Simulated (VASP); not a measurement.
# FeSi (Cmcm) in VASP: single point with r2SCAN

Aim: the single point of FeSi with r2SCAN.

Everything below comes from runs of VASP 6.6.1. Logs are shortened: lines on timing, memory, paths and dates and some standing lists are left out, and cuts for length are marked.

### Step 1. The cell of the first run

It takes space group Cmcm (No. 63, orthorhombic). Conventional cell: a = 3.973 Å, b = 9.426 Å, c = 3.264 Å, α = 90.00°, β = 90.00°, γ = 90.00°. Fe (site symmetry m2m) has 7 Si at 2.67 to 2.81 Å and 8 Fe at 3.10 to 3.30 Å within 3.5 Å. Within 2.7 Å of Si (site symmetry m2m) lie 2 Si at 2.01 Å and 4 Fe at 2.67 Å.

### Step 2. Single point, r2SCAN

The input, POSCAR:

```
FeSi
1.0
    3.9729350600      0.0000000000      0.0000000000
    1.9864675300     -4.7129216700      0.0000000000
    0.0000000000      0.0000000000     -3.2641593200
Fe Si
2 2
Direct
    0.1400000000      0.7200000000      0.7500000000
    0.8600000000      0.2800000000      0.2500000000
    0.4380000000      0.1240000000      0.7500000000
    0.5620000000      0.8760000000      0.2500000000
```

The input, INCAR.step1:

```
PREC = Accurate
ENCUT = 520
ISMEAR = -1
SIGMA = 0.1
LREAL = False
LASPH = True
NELM = 100
NBANDS = 20
GGA = PE
ALGO = Normal
EDIFF = 1E-4
LWAVE = True
LCHARG = False
```

The input, INCAR.step2:

```
PREC = Accurate
ENCUT = 520
EDIFF = 1E-6
ISMEAR = -1
SIGMA = 0.1
LREAL = False
LASPH = True
NELM = 100
ALGO = Normal
ISIF = 2
LWAVE = False
LCHARG = False
METAGGA = R2SCAN
LMIXTAU = True
NBANDS = 20
ISTART = 1
```

The input, KPOINTS:

```
Automatic mesh
0
Gamma
  5 5 6
```

Potentials or basis: VASP PAW PBE potentials, release 64 (Fe, Si).

Run with:

```console
cat potpaw_PBE.64/Fe/POTCAR potpaw_PBE.64/Si/POTCAR > POTCAR
cp INCAR.step1 INCAR
mpirun -np 1 vasp_std > vasp.out
cp INCAR.step2 INCAR
mpirun -np 1 vasp_std > vasp.out
```

OUTCAR:

```text
PREC = Accurate
   ENCUT = 520
   EDIFF = 1E-6
   ISMEAR = -1
   LREAL = False
   LASPH = True
   NELM = 100
   ISIF = 2
   METAGGA = R2SCAN
   ISTART = 1

 ion  position               nearest neighbor table
   1  0.140  0.720  0.750-   4 2.67   4 2.67   4 2.67   4 2.67   3 2.75   3 2.75   3 2.81   2 3.10
                             2 3.10
   2  0.860  0.280  0.250-   3 2.67   3 2.67   3 2.67   3 2.67   4 2.75   4 2.75   4 2.81   1 3.10
                             1 3.10
   3  0.438  0.124  0.750-   4 2.01   4 2.01   2 2.67   2 2.67   2 2.67   2 2.67   1 2.75   1 2.75
                             1 2.81
   4  0.562  0.876  0.250-   3 2.01   3 2.01   1 2.67   1 2.67   1 2.67   1 2.67   2 2.75   2 2.75
                             2 2.81

  LATTYP: Found a base centered orthorhombic cell.
 ALAT       =     3.9729350600
 B/A-ratio  =     2.3725138211
 C/A-ratio  =     0.8215989617

  Lattice vectors:

 A1 = (   1.9864675300,   4.7129216700,   0.0000000000)
 A2 = (   1.9864675300,  -4.7129216700,   0.0000000000)
 A3 = (   0.0000000000,   0.0000000000,  -3.2641593200)

Analysis of symmetry for initial positions (statically):
=====================================================================
 Subroutine PRICEL returns:
 Original cell was already a primitive cell.

 Routine SETGRP: Setting up the symmetry group for a
 base centered orthorhombic supercell.

 Subroutine GETGRP returns: Found  8 space group operations
 (whereof  4 operations were pure point group operations)
 out of a pool of  8 trial point group operations.

The static configuration has the point symmetry C_2h.
 The point group associated with its full space group is D_2h.

Analysis of symmetry for dynamics (positions and initial velocities):
=====================================================================
 Subroutine PRICEL returns:
 Original cell was already a primitive cell.

 Routine SETGRP: Setting up the symmetry group for a
 base centered orthorhombic supercell.

 Subroutine GETGRP returns: Found  8 space group operations
 (whereof  4 operations were pure point group operations)
 out of a pool of  8 trial point group operations.

The dynamic configuration has the point symmetry C_2h.
 The point group associated with its full space group is D_2h.

 Subroutine INISYM returns: Found  8 space group operations
 (whereof  4 operations are pure point group operations),
 and found     1 'primitive' translations

[... 97 lines left out ...]
   NELM   =    100;   NELMIN=  2; NELMDL=  0     # of ELM steps
   EDIFF  = 0.1E-05   stopping-criterion for ELM
   LREAL  =      F    real-space projection
   EDIFFG = 0.1E-04   stopping-criterion for IOM
   NSW    =      0    number of steps for IOM
   IBRION =     -1    ionic relax: 0-MD 1-quasi-New 2-CG
   NFREE  =      0    steps in history (QN), initial steepest desc. (CG)
   ISIF   =      2    stress and relaxation
   ISYM   =      2    0-nonsym 1-usesym 2-fastsym
   POTIM  = 0.5000    time-step for ionic-motion
   TEBEG  =    0.0;   TEEND  =   0.0 temperature during run
   PSTRESS=    0.0 pullay stress
   NELECT =      24.0000    total number of electrons
   NUPDOWN=      -1.0000    fix difference up-down
   EMIN   =  10.00;   EMAX   =-10.00  energy-range for DOS
   EFERMI =   0.00;   METHOD = LEGACY
   ISMEAR =    -1;   SIGMA  =   0.10  broadening in eV -4-tet -1-fermi 0-gaus
   EFERMI_NEDOS =   21; number of points for ismear=-14 and -15
   IALGO  =     38    algorithm
   IMIX   =      4    mixing-type and parameters
     AMIX     =   0.40;   BMIX     =  1.00
     AMIX_MAG =   1.60;   BMIX_MAG =  1.00
  volume/ion in A,a.u.               =      15.28       103.11
  Fermi-wavevector in a.u.,A,eV,Ry     =   1.198821  2.265443 19.553899  1.437171
  Thomas-Fermi vector in A             =   2.334700
   LORBIT       =      0    0 simple, 1 ext, 2 COOP (PROOUT), +10 PAW based schemes
   METAGGA = R2SCAN    functional components
   LHFCALC =     F    Hartree Fock is set to
   AEXX    =    0.0000 exact exchange contribution
   IVDW    =     0    specifies the selected vdW correction
   LEPSILON=     F    determine dielectric tensor
   LRPA    =     F    only Hartree local field effects (RPA)
 non-spin polarized calculation
  energy-cutoff  :      520.00
  volume of cell :       61.12
 maximum number of plane-waves:      1660
 NGX is ok and might be reduce to    30
   NGX = 15   NGY = 19   NGZ = 13

 number of electron      23.9999986 magnetization

 Free energy of the ion-electron system (eV)
  ---------------------------------------------------
  ext. energy  EPLUGINS =         0.00000000
  ---------------------------------------------------
  free energy    TOTEN  =       -40.53174958 eV

  energy without entropy =      -40.30195726  energy(sigma->0) =      -40.41685342

 E-fermi :   6.0707     XC(G=0): -11.7836

 val. band max:        6.0681030251   @ k =  -0.2000   0.2000   0.5000
 cond. band min:       6.0769527429   @ k =  -0.4000   0.2000   0.0000
 fundamental gap:      0.0088497179
 Fermi energy:         6.0707151812

 k-point     1 :       0.0000    0.0000    0.0000
  band No.  band energies     occupation
      1      -7.3184      2.00000
      2       0.0766      2.00000
      3       1.9145      2.00000
      4       2.2087      2.00000
      5       3.7889      2.00000
      6       3.9800      2.00000
[... 541 lines left out ...]
     19      12.1421      0.00000
     20      12.8361      0.00000

 [... further k-points ...]

------------------------ aborting loop because EDIFF is reached ----------------------------------------

  FORCE on cell =-STRESS in cart. coord.  units (eV):
  Direction    XX          YY          ZZ          XY          YZ          ZX
  --------------------------------------------------------------------------------------
  -------------------------------------------------------------------------------------
  Total      -14.8824421     -6.7738274      7.6897133      0.0000000      0.0000000      0.0000000
  in kB     -390.1321550   -177.5708484    201.5801165      0.0000000      0.0000000      0.0000000
  external PRESSURE =    -122.0409623 kB  Pullay stress =       0.0000000 kB

 VOLUME and BASIS-vectors are now :
 -----------------------------------------------------------------------------
  energy-cutoff  :      520.00
  volume of cell :       61.12
      direct lattice vectors                 reciprocal lattice vectors
     3.972935060  0.000000000  0.000000000     0.251703082  0.106091303  0.000000000
     1.986467530 -4.712921670  0.000000000     0.000000000 -0.212182606  0.000000000
     0.000000000  0.000000000 -3.264159320     0.000000000  0.000000000 -0.306357595

 POSITION                                       TOTAL-FORCE (eV/Angst)
 -----------------------------------------------------------------------------------
      1.98647     -3.39330     -2.44812        -0.000000     -0.595623     -0.000000
      3.97294     -1.31962     -0.81604         0.000000      0.595623      0.000000
      1.98647     -0.58440     -2.44812         0.000000     -7.854098      0.000000
      3.97294     -4.12852     -0.81604         0.000000      7.854098     -0.000000
 -----------------------------------------------------------------------------------
    total drift:                               -0.000000      0.000000     -0.000000

  FREE ENERGIE OF THE ION-ELECTRON SYSTEM (eV)
  ---------------------------------------------------
  free  energy   TOTEN  =       -40.5317495843 eV

  energy  without entropy=      -40.3019572569  energy(sigma->0) =      -40.41685342
```

OSZICAR.step1:

```text
N       E                     dE             d eps       ncg     rms          rms(c)
DAV:   1     0.129057558290E+03    0.12906E+03   -0.10108E+04  1440   0.122E+03
DAV:   2    -0.196324427576E+02   -0.14869E+03   -0.14157E+03  1444   0.263E+02
DAV:   3    -0.279846022946E+02   -0.83522E+01   -0.78501E+01  1732   0.701E+01
DAV:   4    -0.283928663486E+02   -0.40826E+00   -0.40430E+00  1888   0.143E+01
DAV:   5    -0.284062469841E+02   -0.13381E-01   -0.13370E-01  1820   0.250E+00    0.202E+01
DAV:   6    -0.429162620555E+02   -0.14510E+02   -0.11443E+02  1900   0.147E+02    0.498E+01
DAV:   7    -0.230676870371E+02    0.19849E+02   -0.10556E+02  1640   0.109E+02    0.577E+00
DAV:   8    -0.233069261910E+02   -0.23924E+00   -0.28497E+00  1576   0.950E+00    0.258E+00
DAV:   9    -0.232864859468E+02    0.20440E-01   -0.85642E-02  2048   0.274E+00    0.126E+00
DAV:  10    -0.232853758669E+02    0.11101E-02   -0.78848E-03  1952   0.680E-01    0.551E-01
DAV:  11    -0.232850952075E+02    0.28066E-03   -0.52206E-04  1680   0.171E-01    0.249E-01
DAV:  12    -0.232850493923E+02    0.45815E-04   -0.21727E-04  1252   0.119E-01
   1 F= -.23285049E+02 E0= -.23160199E+02  d E =-.249701E+00
```

Run time: 3.2 min. Hardware: 1 thread of AMD EPYC 7R43 (Zen 3), shared host; peak memory 0.16 GiB.

Results:

```
Free energy            : -40.5317 eV
Pressure               : -12.2 GPa
Largest force          : 7.854 eV/Å
Band gap on the k mesh : zero (band 12 reaches 6.15 eV, above the bottom of band 13 at 5.97 eV)
```

Forces in eV/Å, atoms in the order of the input:
```
Fe   0.000 -0.596  0.000
Fe   0.000  0.596  0.000
Si   0.000 -7.854  0.000
Si   0.000  7.854  0.000
```

Stress tensor (GPa, compression positive):
```
-39.01   0.00   0.00
  0.00 -17.76   0.00
  0.00   0.00  20.16
```

Caveat: the PAW data sets were made with another functional, which shifts forces and pressure a little. Spin polarisation is off, so any magnetic state and its effect on volume and gap are missing.
